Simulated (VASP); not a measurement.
# Al (Fd-3m) in VASP: further runs

Runs on Al. Level: PBE. Tasks: single point, relaxation of cell and atoms.

Program: VASP 6.6.1. These are calculated values, not measurements. Logs are shortened: lines on timing, memory, paths and dates and some standing lists are left out, and cuts for length are marked.

## Step 1: The cell of the first run

Symmetry: Fd-3m, No. 227, cubic system. The conventional cell has a = 5.881 Å, b = 5.881 Å, c = 5.881 Å, α = 90.00°, β = 90.00°, γ = 90.00°. Al (site symmetry -43m) has 4 Al at 2.55 Å within 3.4 Å.

This isn't the form of Al at room conditions, which is fcc.

## Step 2: Single point, PBE (25.43 Å³/atom)

INCAR reads:

```
PREC = Accurate
ENCUT = 520
EDIFF = 1E-6
ISMEAR = -1
SIGMA = 0.1
LREAL = False
LASPH = True
NELM = 100
ALGO = Normal
ISIF = 2
LWAVE = False
LCHARG = False
GGA = PE
NBANDS = 10
```

KPOINTS reads:

```
Automatic mesh
0
Gamma
  15 15 15
```

POSCAR reads:

```
Al
1.0
    0.0000000000      2.9407262273      2.9407262273
    2.9407262273      0.0000000000      2.9407262273
    2.9407262273      2.9407262273      0.0000000000
Al
2
Direct
    0.1250000000      0.1250000000      0.1250000000
    0.8750000000      0.8750000000      0.8750000000
```

Potentials or basis: VASP PAW PBE potentials, release 64 (Al).

The run is started by

```sh
$ cat potpaw_PBE.64/Al/POTCAR > POTCAR
$ mpirun -np 1 vasp_std > vasp.out
```

OUTCAR:

```text
PREC = Accurate
   ENCUT = 520
   EDIFF = 1E-6
   ISMEAR = -1
   LREAL = False
   LASPH = True
   NELM = 100
   ISIF = 2
   GGA = PE

 ion  position               nearest neighbor table
   1  0.125  0.125  0.125-   2 2.55   2 2.55   2 2.55   2 2.55
   2  0.875  0.875  0.875-   1 2.55   1 2.55   1 2.55   1 2.55

  LATTYP: Found a face centered cubic cell.
 ALAT       =     5.8814524546

  Lattice vectors:

 A1 = (   0.0000000000,   2.9407262273,   2.9407262273)
 A2 = (   2.9407262273,   0.0000000000,   2.9407262273)
 A3 = (   2.9407262273,   2.9407262273,   0.0000000000)

Analysis of symmetry for initial positions (statically):
=====================================================================
 Subroutine PRICEL returns:
 Original cell was already a primitive cell.

 Routine SETGRP: Setting up the symmetry group for a
 face centered cubic supercell.

 Subroutine GETGRP returns: Found 48 space group operations
 (whereof 12 operations were pure point group operations)
 out of a pool of 48 trial point group operations.

The static configuration has the point symmetry D_3d.
 The point group associated with its full space group is O_h .

Analysis of symmetry for dynamics (positions and initial velocities):
=====================================================================
 Subroutine PRICEL returns:
 Original cell was already a primitive cell.

 Routine SETGRP: Setting up the symmetry group for a
 face centered cubic supercell.

 Subroutine GETGRP returns: Found 48 space group operations
 (whereof 12 operations were pure point group operations)
 out of a pool of 48 trial point group operations.

The dynamic configuration has the point symmetry D_3d.
 The point group associated with its full space group is O_h .

 Subroutine INISYM returns: Found 48 space group operations
 (whereof 12 operations are pure point group operations),
 and found     1 'primitive' translations

----------------------------------------------------------------------------------------

                                     Primitive cell

  volume of cell :      50.8620

  direct lattice vectors                    reciprocal lattice vectors
     0.000000000  2.940726227  2.940726227    -0.170026028  0.170026028  0.170026028
     2.940726227  0.000000000  2.940726227     0.170026028 -0.170026028  0.170026028
     2.940726227  2.940726227  0.000000000     0.170026028  0.170026028 -0.170026028

  length of vectors
     4.158814914  4.158814914  4.158814914     0.294493719  0.294493719  0.294493719

  position of ions in fractional coordinates (direct lattice)
     0.125000000  0.125000000  0.125000000
     0.875000000  0.875000000  0.875000000

  ion indices of the primitive-cell ions
   primitive index   ion index
                 1           1
                 2           2

----------------------------------------------------------------------------------------

 KPOINTS: Automatic mesh

Automatic generation of k-mesh.
 Grid dimensions read from file:
 generate k-points for:   15   15   15

 Generating k-lattice:

  Cartesian coordinates                     Fractional coordinates (reciprocal lattice)
    -0.011335069  0.011335069  0.011335069     0.066666667  0.000000000  0.000000000
     0.011335069 -0.011335069  0.011335069     0.000000000  0.066666667  0.000000000
     0.011335069  0.011335069 -0.011335069     0.000000000  0.000000000  0.066666667

  Length of vectors
     0.019632915  0.019632915  0.019632915

  Shift w.r.t. Gamma in fractional coordinates (k-lattice)
     0.000000000  0.000000000  0.000000000

 Subroutine IBZKPT returns following result:
 ===========================================

 Found    120 irreducible k-points:

 Following reciprocal coordinates:
            Coordinates               Weight
  0.000000  0.000000  0.000000      1.000000
  0.066667  0.000000  0.000000      8.000000
  0.133333  0.000000  0.000000      8.000000
  0.200000  0.000000  0.000000      8.000000
  0.266667  0.000000  0.000000      8.000000
  0.333333  0.000000  0.000000      8.000000
[... 16 lines left out ...]
  0.133333  0.133333  0.000000      6.000000
  0.200000  0.133333  0.000000     24.000000
 [... further k-points ...]
   k-points           NKPTS =    120   k-points in BZ     NKDIM =    120   number of bands    NBANDS=     10
   number of dos      NEDOS =    301   number of ions     NIONS =      2
   total plane-waves  NPLWV =  32768
   dimension x,y,z NGX =    32 NGY =   32 NGZ =   32
   dimension x,y,z NGXF=    64 NGYF=   64 NGZF=   64
   ions per type =               2
   NGX,Y,Z   is equivalent  to a cutoff of  12.79, 12.79, 12.79 a.u.
   NGXF,Y,Z  is equivalent  to a cutoff of  25.58, 25.58, 25.58 a.u.
 SYSTEM =  unknown system
   PREC   = accura    normal or accurate (medium, high low for compatibility)
   ISTART =      0    job   : 0-new  1-cont  2-samecut
   ICHARG =      2    charge: 1-file 2-atom 10-const
   ISPIN  =      1    spin polarized calculation?
   LNONCOLLINEAR =      F non collinear calculations
   LSORBIT =      F    spin-orbit coupling
   LASPH  =      T    aspherical Exc in radial PAW
   ENCUT  =  520.0 eV  38.22 Ry    6.18 a.u.   7.73  7.73  7.73*2*pi/ulx,y,z
   NELM   =    100;   NELMIN=  2; NELMDL= -5     # of ELM steps
   EDIFF  = 0.1E-05   stopping-criterion for ELM
   LREAL  =      F    real-space projection
   EDIFFG = 0.1E-04   stopping-criterion for IOM
   NSW    =      0    number of steps for IOM
   IBRION =     -1    ionic relax: 0-MD 1-quasi-New 2-CG
   NFREE  =      0    steps in history (QN), initial steepest desc. (CG)
   ISIF   =      2    stress and relaxation
   ISYM   =      2    0-nonsym 1-usesym 2-fastsym
   POTIM  = 0.5000    time-step for ionic-motion
   TEBEG  =    0.0;   TEEND  =   0.0 temperature during run
   PSTRESS=    0.0 pullay stress
   NELECT =       6.0000    total number of electrons
   NUPDOWN=      -1.0000    fix difference up-down
   EMIN   =  10.00;   EMAX   =-10.00  energy-range for DOS
   EFERMI =   0.00;   METHOD = LEGACY
   ISMEAR =    -1;   SIGMA  =   0.10  broadening in eV -4-tet -1-fermi 0-gaus
   EFERMI_NEDOS =   21; number of points for ismear=-14 and -15
   IALGO  =     38    algorithm
   IMIX   =      4    mixing-type and parameters
     AMIX     =   0.40;   BMIX     =  1.00
     AMIX_MAG =   1.60;   BMIX_MAG =  1.00
  volume/ion in A,a.u.               =      25.43       171.62
  Fermi-wavevector in a.u.,A,eV,Ry     =   0.802899  1.517258  8.770942  0.644646
  Thomas-Fermi vector in A             =   1.910664
   LORBIT       =      0    0 simple, 1 ext, 2 COOP (PROOUT), +10 PAW based schemes
   GGA     = PE    functional components
   LHFCALC =     F    Hartree Fock is set to
   AEXX    =    0.0000 exact exchange contribution
   IVDW    =     0    specifies the selected vdW correction
   LEPSILON=     F    determine dielectric tensor
   LRPA    =     F    only Hartree local field effects (RPA)
 non-spin polarized calculation
  energy-cutoff  :      520.00
  volume of cell :       50.86
 maximum number of plane-waves:      1387
   NGX = 15   NGY = 15   NGZ = 15

 number of electron       6.0000000 magnetization

 Free energy of the ion-electron system (eV)
  ---------------------------------------------------
  ext. energy  EPLUGINS =         0.00000000
  ---------------------------------------------------
  free energy    TOTEN  =        -5.97747745 eV

  energy without entropy =       -5.92953741  energy(sigma->0) =       -5.95350743

 E-fermi :   3.3306     XC(G=0):  -8.4114

 val. band max:        3.3200983846   @ k =  -0.4667   0.1333   0.0000
 cond. band min:       3.3434918012   @ k =   0.3333   0.2667   0.0667
 fundamental gap:      0.0233934166
 Fermi energy:         3.3306225685

 k-point     1 :       0.0000    0.0000    0.0000
  band No.  band energies     occupation
      1      -4.8799      2.00000
      2       5.5867      0.00000
      3       5.5867      0.00000
      4       5.5867      0.00000
      5       7.4424      0.00000
      6       7.4424      0.00000
      7       7.4424      0.00000
      8       9.3758      0.00000
      9      11.4025      0.00000
     10      11.4118      0.00000

 k-point     2 :       0.0667    0.0000    0.0000
  band No.  band energies     occupation
      1      -4.8275      2.00000
      2       5.0601      0.00000
      3       5.4895      0.00000
      4       5.4895      0.00000
      5       7.5756      0.00000
      6       7.5825      0.00000
      7       7.5825      0.00000
      8       9.6535      0.00000
      9      11.2067      0.00000
     10      11.2067      0.00000

 k-point     3 :       0.1333    0.0000    0.0000
  band No.  band energies     occupation
      1      -4.6711      2.00000
      2       4.0292      0.00185
      3       5.2723      0.00000
      4       5.2723      0.00000
      5       7.5758      0.00000
      6       7.8934      0.00000
      7       7.8934      0.00000
      8      10.3778      0.00000
      9      10.8666      0.00000
     10      10.8666      0.00000

 k-point     4 :       0.2000    0.0000    0.0000
  band No.  band energies     occupation
      1      -4.4134      2.00000
      2       2.9102      1.97058
      3       5.0366      0.00000
      4       5.0366      0.00000
      5       7.4176      0.00000
      6       8.1562      0.00000
      7       8.1562      0.00000
      8      10.7375      0.00000
      9      10.7375      0.00000
     10      11.2149      0.00000
[... 222 lines left out ...]
 k-point    22 :      -0.0667    0.0667    0.0000
  band No.  band energies     occupation
      1      -4.7404      2.00000
      2       4.6056      0.00001
      3       4.9641      0.00000
      4       5.5353      0.00000
      5       7.5817      0.00000
      6       7.7270      0.00000
      7       7.9056      0.00000
      8      10.0190      0.00000
      9      10.7342      0.00000
     10      11.2736      0.00000

 k-point    23 :       0.1333    0.1333    0.0000
  band No.  band energies     occupation
      1      -4.6009      2.00000
      2       4.4703      0.00002
      3       4.6995      0.00000
      4       4.6995      0.00000
      5       6.8046      0.00000
      6       8.6701      0.00000
      7       8.6701      0.00000
      8       9.3369      0.00000
      9      10.9820      0.00000
     10      11.7003      0.00000

 k-point    24 :       0.2000    0.1333    0.0000
  band No.  band energies     occupation
      1      -4.4107      2.00000
      2       3.6098      0.11551
      3       4.4284      0.00003
      4       4.5695      0.00001
      5       6.7762      0.00000
      6       8.8348      0.00000
      7       8.9790      0.00000
      8       9.0901      0.00000
      9      11.6659      0.00000
     10      11.7599      0.00000

 [... further k-points ...]
[... 5 lines left out ...]
  --------------------------------------------------------------------------------------
  -------------------------------------------------------------------------------------
  Total        1.1843061      1.1843061      1.1843061     -0.0000000     -0.0000000     -0.0000000
  in kB       37.3061793     37.3061793     37.3061793     -0.0000000     -0.0000000     -0.0000000
  external PRESSURE =      37.3061793 kB  Pullay stress =       0.0000000 kB

 VOLUME and BASIS-vectors are now :
 -----------------------------------------------------------------------------
  energy-cutoff  :      520.00
  volume of cell :       50.86
      direct lattice vectors                 reciprocal lattice vectors
     0.000000000  2.940726227  2.940726227    -0.170026028  0.170026028  0.170026028
     2.940726227  0.000000000  2.940726227     0.170026028 -0.170026028  0.170026028
     2.940726227  2.940726227  0.000000000     0.170026028  0.170026028 -0.170026028

 POSITION                                       TOTAL-FORCE (eV/Angst)
 -----------------------------------------------------------------------------------
      0.73518      0.73518      0.73518         0.000000     -0.000000     -0.000000
      5.14627      5.14627      5.14627        -0.000000      0.000000      0.000000
 -----------------------------------------------------------------------------------
    total drift:                                0.000000      0.000000     -0.000000

  FREE ENERGIE OF THE ION-ELECTRON SYSTEM (eV)
  ---------------------------------------------------
  free  energy   TOTEN  =        -5.9774774468 eV

  energy  without entropy=       -5.9295374146  energy(sigma->0) =       -5.95350743
```

It took 19 s on 1 thread of Intel Xeon Platinum 8488C (Sapphire Rapids), shared host; peak memory 0.19 GiB.

Results:

```
Free energy            : -5.9775 eV
Pressure               : 3.7 GPa
Band gap on the k mesh : zero (bands 3 and 4 overlap by 3.53 eV)
```

Caveat: the cell stands under pressure.

## Step 3: Relaxation of cell and atoms, PBE

This run uses another cell than the first one, of 22.41 Å³/atom.

INCAR reads:

```
PREC = Accurate ; ENCUT = 600
EDIFF = 1E-6 ; ISMEAR = -1
SIGMA = 0.1 ; LREAL = False
LASPH = True ; NELM = 80
ALGO = Normal ; ISIF = 3
LWAVE = False ; LCHARG = False
GGA = PE ; IBRION = 2
NSW = 80 ; EDIFFG = -0.01
```

KPOINTS reads:

```
Automatic mesh
0
Gamma
  10 10 10
```

POSCAR reads:

```
Al
1.0
    0.0000000000      2.8194727963      2.8194727963
    2.8194727963      0.0000000000      2.8194727963
    2.8194727963      2.8194727963      0.0000000000
Al
2
Direct
    0.1250000000      0.1250000000      0.1250000000
    0.8750000000      0.8750000000      0.8750000000
```

Potentials or basis: VASP PAW PBE potentials, release 64 (Al).

The run is started by

```sh
$ cat potpaw_PBE.64/Al/POTCAR > POTCAR
$ mpirun -np 1 vasp_std > vasp.out
```

It took 24 s on 1 thread of Intel Xeon Platinum 8488C (Sapphire Rapids), shared host; peak memory 0.17 GiB.

The run converged. Its results:

```yaml
Free_energy: -6.0283 eV
Relaxed_volume: 27.64 Å³/atom
Relaxed_cell: a = 4.276 Å, b = 4.276 Å, c = 4.276 Å, α = 60.00°, β = 60.00°, γ = 60.00°
Space_group_after_relaxing_to_0.1_Å: Fd-3m (No. 227)
Energy_gained_by_relaxing: 163.5 meV/atom
Ionic_steps: 5
Pressure_after_relaxing: 0.0 GPa
Band_gap_on_the_k_mesh: zero (bands 3 and 4 overlap by 3.40 eV)
```

Step by step:
| step | energy change (eV) | largest force (eV/Å) | pressure (GPa) | volume (Å³) |
| --- | --- | --- | --- | --- |
| 1 | 0.0000 | 0.0000 | 11.99 | 44.83 |
| 2 | -0.3234 | 0.0000 | -0.85 | 56.61 |
| 3 | -0.3270 | 0.0000 | 0.07 | 55.17 |
| 4 | -0.3270 | 0.0000 | -0.08 | 55.39 |
| 5 | -0.3270 | 0.0000 | -0.01 | 55.28 |

Final structure:
```cif
data_structure
_symmetry_space_group_name_H-M 'P 1'
_symmetry_Int_Tables_number 1
_cell_length_a 4.2758
_cell_length_b 4.2758
_cell_length_c 4.2758
_cell_angle_alpha 60.000
_cell_angle_beta 60.000
_cell_angle_gamma 60.000
_cell_volume 55.28
loop_
_atom_site_label
_atom_site_type_symbol
_atom_site_fract_x
_atom_site_fract_y
_atom_site_fract_z
_atom_site_occupancy
Al1 Al 0.12500 0.12500 0.12500 1
Al2 Al 0.87500 0.87500 0.87500 1
```

Levels at points of the mesh, in eV from the Fermi level:
| k point | band 1 | band 2 | band 3 | band 4 | band 5 | band 6 | band 7 |
| --- | --- | --- | --- | --- | --- | --- | --- |
| (0.00, 0.00, 0.00) | -7.85 | 2.10 | 2.10 | 2.10 | 3.95 | 3.95 | 3.95 |
| (0.50, 0.00, 0.00) | -5.85 | -3.84 | 1.08 | 1.08 | 3.21 | 4.39 | 4.39 |
| (0.50, 0.50, 0.00) | -4.36 | -4.36 | -0.39 | -0.39 | 2.11 | 2.11 | 10.70 |

Caveat: the volume moved by over 15 % at a fixed basis, so the end points are rough.
